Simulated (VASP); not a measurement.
Input of a VASP 6.6.1 run:

File INCAR:

```
SYSTEM = Al2O3
PREC     = Accurate       ! precision mode
ENCUT    = 520            ! plane-wave cutoff, eV
EDIFF    = 1E-7           ! SCF threshold, eV
ISMEAR   = 0              ! smearing method
SIGMA    = 0.05           ! smearing width, eV
LREAL    = .False.        ! projectors in reciprocal space
LASPH    = .True.         ! aspherical terms in the spheres
NELM     = 60             ! most SCF steps
ALGO     = Normal         ! electronic algorithm
ISIF     = 2              ! what is computed and relaxed
LWAVE    = .False.        ! write WAVECAR
LCHARG   = .False.        ! write CHGCAR
GGA      = CA             ! functional
NBANDS   = 20             ! bands
```

Contents of KPOINTS:

```
regular mesh
0
Gamma
  12 12 4
  0 0 0
```

POSCAR

```
Al2O3
1.0
    2.9708546968      0.0000000000      0.0000000000
   -1.4854273484      2.5728356383      0.0000000000
    0.0000000000      0.0000000000      9.4768057769
Al O
2 3
Direct
    0.0000000000      0.0000000000      0.1499923300
    0.0000000000      0.0000000000      0.8500076700
    0.3333333333      0.6666666667      0.2223169200
    0.6666666667      0.3333333333      0.0000000000
    0.3333333333      0.6666666667      0.7776830800
```

Potentials or basis: VASP PAW LDA potentials, release 64 (Al, O).

The run is started by

```bash
$ cat potpaw_LDA.64/Al/POTCAR potpaw_LDA.64/O/POTCAR > POTCAR
$ mpirun -np 1 vasp_std > vasp.out
```

Problem. Predict the band gap on the k mesh.

Solution. 3.99 eV, indirect (least direct gap 4.20 eV).

Problem. What does it give for the largest force?

Solution. 1.198 eV/Å.

Stress tensor (GPa, compression positive):
```
-18.40   0.00   0.00
  0.00 -18.40   0.00
  0.00   0.00  -8.89
```

Caveat: the cell differs from its parent crystal (strain +0.030 along x and y, +0.015 along z); forces of over 1 eV/Å act on the atoms, so gaps and moduli don't describe the material at rest. A k mesh can miss the band edges.
